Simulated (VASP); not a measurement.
Input of a VASP 6.6.1 run:

Contents of INCAR:

```
PREC = Accurate
ENCUT = 520
EDIFF = 1E-7
ISMEAR = 0
SIGMA = 0.013000000000000001
LREAL = False
LASPH = True
NELM = 100
ALGO = Normal
ISIF = 2
LWAVE = False
LCHARG = False
GGA = PE
NBANDS = 35
```

The input KPOINTS:

```
regular mesh
0
Gamma
  10 10 2
```

Contents of POSCAR:

```
MoS2
1.0
    3.1845414560      0.0000000000      0.0000000000
   -1.5922707280      2.7578938003      0.0000000000
    0.0000000000      0.0000000000     21.6705347200
Mo S
2 4
Direct
    0.3333333333      0.6666666667      0.8511602300
    0.6666666667      0.3333333333      0.1488397700
    0.6666666667      0.3333333333      0.7796253900
    0.3333333333      0.6666666667      0.0772510000
    0.6666666667      0.3333333333      0.9227490000
    0.3333333333      0.6666666667      0.2203746100
```

Potentials or basis: VASP PAW PBE potentials, release 64 (Mo_sv, S).

Command:

```sh
$ cat potpaw_PBE.64/Mo_sv/POTCAR potpaw_PBE.64/S/POTCAR > POTCAR
$ mpirun -np 1 vasp_std > vasp.out
```

Q: Estimate the largest force.

A: 0.221 eV/Å.

Q: Predict the band gap on the k mesh.

A: 1.40 eV, indirect (least direct gap 1.89 eV).

Forces in eV/Å, atoms in the order of the input:
```
Mo   0.000  0.000  0.001
Mo   0.000  0.000 -0.001
S    0.000  0.000 -0.221
S    0.000  0.000 -0.161
S    0.000  0.000  0.161
S    0.000  0.000  0.221
```
